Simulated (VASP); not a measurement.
# InP in VASP: further runs

The runs below take InP through single point, with PBE.

All numbers are computed with VASP 6.6.1; they aren't measurements. Logs are shortened: lines on timing, memory, paths and dates and some standing lists are left out, and cuts for length are marked.

## 1. The cell of the first run

The cell holds a wire or tube with vacuum around it, 2 atoms: a = 11.200 Å, b = 9.300 Å, c = 2.643 Å, α = 90.00°, β = 90.00°, γ = 90.00°.

## 2. Single point, PBE, collinear spin

File INCAR:

```
ALGO = Normal
EDIFF = 1E-7
ENCUT = 520
GGA = PE
ISIF = 2
ISMEAR = 0
ISPIN = 2
LASPH = True
LCHARG = False
LORBIT = 11
LREAL = False
LWAVE = False
MAGMOM = 0.5 0.5
NBANDS = 20
NELM = 150
PREC = Accurate
SIGMA = 0.05
```

File KPOINTS:

```
k-points
0
Gamma
  1 1 24
```

File POSCAR:

```
InP
1.0
   11.2000000000      0.0000000000      0.0000000000
    0.0000000000      9.3000000000      0.0000000000
    0.0000000000      0.0000000000      2.6427330355
In P
1 1
Direct
    0.3998290207      0.5000000000      0.0000000000
    0.6001709793      0.5000000000      0.5000000000
```

Potentials or basis: VASP PAW PBE potentials, release 64 (In_d, P).

Command:

```
$ cat potpaw_PBE.64/In_d/POTCAR potpaw_PBE.64/P/POTCAR > POTCAR
$ mpirun -np 1 vasp_std > vasp.out
```

OUTCAR:

```text
EDIFF = 1E-7
   ENCUT = 520
   GGA = PE
   ISIF = 2
   ISMEAR = 0
   ISPIN = 2
   LASPH = True
   LORBIT = 11
   LREAL = False
   NELM = 150
   PREC = Accurate

 ion  position               nearest neighbor table
   1  0.400  0.500  0.000-   2 2.60   2 2.60
   2  0.600  0.500  0.500-   1 2.60   1 2.60

  LATTYP: Found a simple orthorhombic cell.
 ALAT       =     2.6427330355
 B/A-ratio  =     3.5190841735
 C/A-ratio  =     4.2380368541

  Lattice vectors:

 A1 = (   0.0000000000,   0.0000000000,  -2.6427330355)
 A2 = (   0.0000000000,   9.3000000000,   0.0000000000)
 A3 = (  11.2000000000,   0.0000000000,   0.0000000000)

Analysis of symmetry for initial positions (statically):
=====================================================================
 Subroutine PRICEL returns:
 Original cell was already a primitive cell.

 Routine SETGRP: Setting up the symmetry group for a
 simple orthorhombic supercell.

 Subroutine GETGRP returns: Found  4 space group operations
 (whereof  4 operations were pure point group operations)
 out of a pool of  8 trial point group operations.

The static configuration has the point symmetry C_2v.

Analysis of symmetry for dynamics (positions and initial velocities):
=====================================================================
 Subroutine PRICEL returns:
 Original cell was already a primitive cell.

 Routine SETGRP: Setting up the symmetry group for a
 simple orthorhombic supercell.

 Subroutine GETGRP returns: Found  4 space group operations
 (whereof  4 operations were pure point group operations)
 out of a pool of  8 trial point group operations.

The dynamic configuration has the point symmetry C_2v.

Analysis of structural, dynamic, and magnetic symmetry:
=====================================================================
 Subroutine PRICEL returns:
 Original cell was already a primitive cell.

 Routine SETGRP: Setting up the symmetry group for a
 simple orthorhombic supercell.

 Subroutine GETGRP returns: Found  4 space group operations
 (whereof  4 operations were pure point group operations)
 out of a pool of  8 trial point group operations.

The overall configuration has the point symmetry C_2v.

 Subroutine INISYM returns: Found  4 space group operations
 (whereof  4 operations are pure point group operations),
 and found     1 'primitive' translations

----------------------------------------------------------------------------------------

                                     Primitive cell

  volume of cell :     275.2671

  direct lattice vectors                    reciprocal lattice vectors
    11.200000000  0.000000000  0.000000000     0.089285714  0.000000000  0.000000000
     0.000000000  9.300000000  0.000000000     0.000000000  0.107526882  0.000000000
     0.000000000  0.000000000  2.642733036     0.000000000  0.000000000  0.378396148

  length of vectors
    11.200000000  9.300000000  2.642733036     0.089285714  0.107526882  0.378396148

  position of ions in fractional coordinates (direct lattice)
     0.399829021  0.500000000  0.000000000
     0.600170979  0.500000000  0.500000000

  ion indices of the primitive-cell ions
   primitive index   ion index
                 1           1
                 2           2

----------------------------------------------------------------------------------------

 KPOINTS: k-points

Automatic generation of k-mesh.
 Grid dimensions read from file:
 generate k-points for:    1    1   24

 Generating k-lattice:

  Cartesian coordinates                     Fractional coordinates (reciprocal lattice)
     0.089285714  0.000000000  0.000000000     1.000000000  0.000000000  0.000000000
     0.000000000  0.107526882  0.000000000     0.000000000  1.000000000  0.000000000
     0.000000000  0.000000000  0.015766506     0.000000000  0.000000000  0.041666667

  Length of vectors
     0.089285714  0.107526882  0.015766506

  Shift w.r.t. Gamma in fractional coordinates (k-lattice)
     0.000000000  0.000000000  0.000000000

 Subroutine IBZKPT returns following result:
 ===========================================

 Found     13 irreducible k-points:

 Following reciprocal coordinates:
            Coordinates               Weight
  0.000000  0.000000  0.000000      1.000000
  0.000000  0.000000  0.041667      2.000000
  0.000000  0.000000  0.083333      2.000000
  0.000000  0.000000  0.125000      2.000000
  0.000000  0.000000  0.166667      2.000000
  0.000000  0.000000  0.208333      2.000000
  0.000000  0.000000  0.250000      2.000000
  0.000000  0.000000  0.291667      2.000000
  0.000000  0.000000  0.333333      2.000000
  0.000000  0.000000  0.375000      2.000000
  0.000000  0.000000  0.416667      2.000000
  0.000000  0.000000  0.458333      2.000000
  0.000000  0.000000  0.500000      1.000000
   k-points           NKPTS =     13   k-points in BZ     NKDIM =     13   number of bands    NBANDS=     20
   number of dos      NEDOS =    301   number of ions     NIONS =      2
   total plane-waves  NPLWV = 117600
   dimension x,y,z NGX =    84 NGY =   70 NGZ =   20
   dimension x,y,z NGXF=   168 NGYF=  140 NGZF=   40
   ions per type =               1   1
   NGX,Y,Z   is equivalent  to a cutoff of  12.47, 12.51, 12.58 a.u.
   NGXF,Y,Z  is equivalent  to a cutoff of  24.94, 25.03, 25.16 a.u.
 SYSTEM =  unknown system
   PREC   = accura    normal or accurate (medium, high low for compatibility)
   ISTART =      0    job   : 0-new  1-cont  2-samecut
   ICHARG =      2    charge: 1-file 2-atom 10-const
   ISPIN  =      2    spin polarized calculation?
   LNONCOLLINEAR =      F non collinear calculations
   LSORBIT =      F    spin-orbit coupling
   LASPH  =      T    aspherical Exc in radial PAW
   ENCUT  =  520.0 eV  38.22 Ry    6.18 a.u.  20.82 17.29  4.91*2*pi/ulx,y,z
   NELM   =    150;   NELMIN=  2; NELMDL= -5     # of ELM steps
   EDIFF  = 0.1E-06   stopping-criterion for ELM
   LREAL  =      F    real-space projection
   EDIFFG = 0.1E-05   stopping-criterion for IOM
   NSW    =      0    number of steps for IOM
   IBRION =     -1    ionic relax: 0-MD 1-quasi-New 2-CG
   NFREE  =      0    steps in history (QN), initial steepest desc. (CG)
   ISIF   =      2    stress and relaxation
   ISYM   =      2    0-nonsym 1-usesym 2-fastsym
   POTIM  = 0.5000    time-step for ionic-motion
   TEBEG  =    0.0;   TEEND  =   0.0 temperature during run
   PSTRESS=    0.0 pullay stress
   NELECT =      18.0000    total number of electrons
   NUPDOWN=      -1.0000    fix difference up-down
   EMIN   =  10.00;   EMAX   =-10.00  energy-range for DOS
   EFERMI =   0.00;   METHOD = LEGACY
   ISMEAR =     0;   SIGMA  =   0.05  broadening in eV -4-tet -1-fermi 0-gaus
   EFERMI_NEDOS =   21; number of points for ismear=-14 and -15
   IALGO  =     38    algorithm
   IMIX   =      4    mixing-type and parameters
     AMIX     =   0.40;   BMIX     =  1.00
     AMIX_MAG =   1.60;   BMIX_MAG =  1.00
  volume/ion in A,a.u.               =     137.63       928.80
  Fermi-wavevector in a.u.,A,eV,Ry     =   0.659550  1.246368  5.918615  0.435006
  Thomas-Fermi vector in A             =   1.731720
   LORBIT       =     11    0 simple, 1 ext, 2 COOP (PROOUT), +10 PAW based schemes
   GGA     = PE    functional components
   LHFCALC =     F    Hartree Fock is set to
   AEXX    =    0.0000 exact exchange contribution
   IVDW    =     0    specifies the selected vdW correction
   LEPSILON=     F    determine dielectric tensor
   LRPA    =     F    only Hartree local field effects (RPA)
 spin polarized calculation
 Gauss-broadening in eV      SIGMA  =   0.05
  energy-cutoff  :      520.00
  volume of cell :      275.27
 maximum number of plane-waves:      7444
 NGX is ok and might be reduce to    84
   NGX = 41   NGY = 35   NGZ =  9

 number of electron      18.0000011 magnetization      -0.0000688

 number of electron      18.0000011 magnetization       0.0000004

 Free energy of the ion-electron system (eV)
  ---------------------------------------------------
  ext. energy  EPLUGINS =         0.00000000
  ---------------------------------------------------
  free energy    TOTEN  =        -5.94859527 eV

  energy without entropy =       -5.94562129  energy(sigma->0) =       -5.94710828

 E-fermi :  -2.4247     XC(G=0):  -2.8412

 val. band max:       -2.4434402428   @ k =   0.0000   0.0000   0.5000
 cond. band min:      -2.3919370648   @ k =   0.0000   0.0000   0.3333
 fundamental gap:      0.0515031780
 Fermi energy:        -2.4246568310

 spin component 1

 k-point     1 :       0.0000    0.0000    0.0000
  band No.  band energies     occupation
      1     -18.4463      1.00000
      2     -17.5846      1.00000
      3     -17.4568      1.00000
      4     -17.1495      1.00000
      5     -17.0511      1.00000
      6     -14.0098      1.00000
[... 12 lines left out ...]
     19       4.3040      0.00000
     20       4.5207      0.00000
[... 254 lines left out ...]
 k-point    13 :       0.0000    0.0000    0.5000
  band No.  band energies     occupation
      1     -17.9125      1.00000
      2     -17.8809      1.00000
      3     -17.4092      1.00000
      4     -17.3459      1.00000
      5     -16.7883      1.00000
      6     -10.0397      1.00000
[... 12 lines left out ...]
     19       6.7788      0.00000
     20       7.0801      0.00000
 Fermi energy:        -2.4246568310

 spin component 2

 k-point     1 :       0.0000    0.0000    0.0000
  band No.  band energies     occupation
      1     -18.4463      1.00000
      2     -17.5846      1.00000
      3     -17.4568      1.00000
      4     -17.1495      1.00000
      5     -17.0511      1.00000
      6     -14.0098      1.00000
[... 12 lines left out ...]
     19       4.3042      0.00000
     20       4.5214      0.00000
[... 254 lines left out ...]
 k-point    13 :       0.0000    0.0000    0.5000
  band No.  band energies     occupation
      1     -17.9125      1.00000
      2     -17.8809      1.00000
      3     -17.4092      1.00000
      4     -17.3459      1.00000
      5     -16.7883      1.00000
      6     -10.0397      1.00000
[... 12 lines left out ...]
     19       6.7788      0.00000
     20       7.0804      0.00000

------------------------ aborting loop because EDIFF is reached ----------------------------------------

  FORCE on cell =-STRESS in cart. coord.  units (eV):
  Direction    XX          YY          ZZ          XY          YZ          ZX
  --------------------------------------------------------------------------------------
  -------------------------------------------------------------------------------------
  Total        0.8643956      0.0172942      2.0692778      0.0000000      0.0000000      0.0000000
  in kB        5.0311687      0.1006597     12.0441211      0.0000000      0.0000000      0.0000000
  external PRESSURE =       5.7253165 kB  Pullay stress =       0.0000000 kB

 VOLUME and BASIS-vectors are now :
 -----------------------------------------------------------------------------
  energy-cutoff  :      520.00
  volume of cell :      275.27
      direct lattice vectors                 reciprocal lattice vectors
    11.200000000  0.000000000  0.000000000     0.089285714  0.000000000  0.000000000
     0.000000000  9.300000000  0.000000000     0.000000000  0.107526882  0.000000000
     0.000000000  0.000000000  2.642733036     0.000000000  0.000000000  0.378396148

 POSITION                                       TOTAL-FORCE (eV/Angst)
 -----------------------------------------------------------------------------------
      4.47809      4.65000      0.00000        -0.413420      0.000000      0.000000
      6.72191      4.65000      1.32137         0.413420      0.000000      0.000000
 -----------------------------------------------------------------------------------
    total drift:                               -0.000794      0.000000      0.000001

  FREE ENERGIE OF THE ION-ELECTRON SYSTEM (eV)
  ---------------------------------------------------
  free  energy   TOTEN  =        -5.9485952671 eV

  energy  without entropy=       -5.9456212897  energy(sigma->0) =       -5.94710828

 total charge

# of ion       s       p       d       tot
------------------------------------------
    1        0.947   0.674   9.872  11.493
    2        1.137   1.248   0.000   2.385
--------------------------------------------------
tot          2.084   1.923   9.872  13.878

 magnetization (x)

# of ion       s       p       d       tot
------------------------------------------
    1       -0.000  -0.000  -0.000  -0.000
    2       -0.000  -0.000   0.000  -0.000
--------------------------------------------------
tot         -0.000  -0.000  -0.000  -0.000
```

It took 1.8 min on 1 thread of Intel Xeon 6975P-C (Granite Rapids), shared host; peak memory 0.45 GiB.

Results:

```
Free energy                                           : -5.9486 eV
Largest force                                         : 0.413 eV/Å
Band gap on the k mesh                                : zero (filled and empty bands overlap)
Net moment                                            : 0.00 μB per cell
Valence electrons inside the program's atomic spheres : In 11.49; P 2.38
```

Forces in eV/Å, atoms in the order of the input:
```
In  -0.413  0.000  0.000
P    0.413  0.000  0.000
```

Levels at points of the mesh, in eV from the Fermi level:
Spin up:
| k point | band 5 | band 6 | band 7 | band 8 | band 9 | band 10 | band 11 | band 12 | band 13 | band 14 |
| --- | --- | --- | --- | --- | --- | --- | --- | --- | --- | --- |
| (0.00, 0.00, 0.00) | -14.63 | -11.59 | -6.61 | -2.57 | -2.27 | 0.45 | 3.18 | 3.27 | 4.20 | 4.87 |
| (0.00, 0.00, 0.50) | -14.36 | -7.62 | -4.96 | -2.12 | -0.02 | 0.76 | 2.28 | 3.86 | 4.42 | 7.06 |
Spin down:
| k point | band 7 | band 8 | band 9 | band 10 | band 11 | band 12 |
| --- | --- | --- | --- | --- | --- | --- |
| (0.00, 0.00, 0.00) | -6.61 | -2.57 | -2.27 | 0.45 | 3.18 | 3.27 |
| (0.00, 0.00, 0.50) | -4.96 | -2.12 | -0.02 | 0.76 | 2.28 | 3.86 |

Caveat: spin-orbit coupling is left out, which moves the levels of the heavy elements.

## 3. Single point, PBE, collinear spin

This run uses another cell than the first one.

File INCAR:

```
SYSTEM = InP
PREC = Accurate
ENCUT = 520
EDIFF = 1E-7
ISMEAR = 0
SIGMA = 0.05
LREAL = .False.
LASPH = .True.
NELM = 150
ALGO = Normal
ISIF = 2
LWAVE = .False.
LCHARG = .True.
ISPIN = 2
MAGMOM = 0.5 0.5
LORBIT = 11
GGA = PE
LELF = .True.
LVHAR = .True.
NBANDS = 20
```

File KPOINTS:

```
Automatic mesh
0
Gamma
  1 1 24
  0 0 0
```

File POSCAR:

```
InP
1.0
   11.2000000000      0.0000000000      0.0000000000
    0.0000000000      9.3000000000      0.0000000000
    0.0000000000      0.0000000000      2.7139926076
In P
1 1
Direct
    0.3975772889      0.5000000000      0.0000000000
    0.6024227111      0.5000000000      0.5000000000
```

Potentials or basis: VASP PAW PBE potentials, release 64 (In_d, P).

Command:

```
$ cat potpaw_PBE.64/In_d/POTCAR potpaw_PBE.64/P/POTCAR > POTCAR
$ mpirun -np 1 vasp_std > vasp.out
```

Wall time 1.8 min (1 thread of Intel Xeon 6975P-C (Granite Rapids), shared host); peak memory 0.46 GiB.

Results (log left out):

| Item | Value |
| --- | --- |
| Free energy | -5.9867 eV |
| Largest force | 0.006 eV/Å |
| Net moment | 0.06 μB per cell |
| Site moments | In +0.00; P +0.02 μB |
| Valence electrons inside the program's atomic spheres | In 11.43; P 2.37 |

Forces on the atoms (eV/Å):
```
In  -0.006  0.000  0.000
P    0.006  0.000  0.000
```

Levels at points of the mesh, in eV from the Fermi level:
Spin up:
```csv
k point,band 7,band 8,band 9,band 10,band 11,band 12
"(0.00, 0.00, 0.00)",-6.39,-2.33,-2.08,0.58,3.22,3.35
"(0.00, 0.00, 0.50)",-4.67,-2.04,-0.24,0.66,2.12,3.81
```
Spin down:
```csv
k point,band 6,band 7,band 8,band 9,band 10,band 11,band 12,band 13
"(0.00, 0.00, 0.00)",-11.20,-6.38,-2.28,-2.05,0.60,3.23,3.36,4.30
"(0.00, 0.00, 0.50)",-7.65,-4.65,-2.02,-0.23,0.74,2.15,3.81,4.38
```

Caveat: spin-orbit coupling is left out, which moves the levels of the heavy elements.

## 4. Single point, PBE, collinear spin

This run uses another cell than the first one.

INCAR: that of step 3 with these lines changed.

```diff
@@ -3,3 +3,3 @@
 ENCUT = 520
-EDIFF = 1E-7
+EDIFF = 1E-6
 ISMEAR = 0
```

File KPOINTS:

```
regular mesh
0
Gamma
  1 1 13
  0 0 0
```

File POSCAR:

```
InP
1.0
    9.0000000000      0.0000000000      0.0000000000
    0.0000000000      9.3000000000      0.0000000000
    0.0000000000      0.0000000000      4.9862887463
In P
1 1
Direct
    0.5000000000      0.5000000000      0.0000000000
    0.5000000000      0.5000000000      0.4650000000
```

Command:

```
$ cat potpaw_PBE.64/In_d/POTCAR potpaw_PBE.64/P/POTCAR > POTCAR
$ mpirun -np 1 vasp_std > vasp.out
```

Run time: 2.2 min. Hardware: 1 thread of AMD EPYC 9R45 (Zen 5), shared host; peak memory 0.58 GiB.

The run converged. Its results:

* Free energy: -5.3774 eV
* Largest force: 1.902 eV/Å
* Net moment: 0.77 μB per cell
* Site moments: In +0.03; P +0.31 μB
* Valence electrons inside the program's atomic spheres: In 11.36; P 2.44

Forces on the atoms (eV/Å):
```
In   0.000  0.000 -1.902
P    0.000  0.000  1.902
```

Levels at points of the mesh, in eV from the Fermi level:
Spin up:
| k point | band 5 | band 6 | band 7 | band 8 | band 9 | band 10 | band 11 | band 12 | band 13 | band 14 |
| --- | --- | --- | --- | --- | --- | --- | --- | --- | --- | --- |
| (0.00, 0.00, 0.00) | -14.26 | -9.26 | -2.71 | -1.64 | -1.03 | -1.03 | 4.01 | 4.08 | 4.09 | 5.17 |
Spin down:
```tsv
k point	band 5	band 6	band 7	band 8	band 9	band 10	band 11	band 12	band 13	band 14
(0.00, 0.00, 0.00)	-14.24	-8.80	-2.48	-1.46	-0.51	-0.51	4.06	4.31	4.32	5.25
```

Caveat: spin-orbit coupling is left out, which moves the levels of the heavy elements.

(Continued in part 2 of 2.)
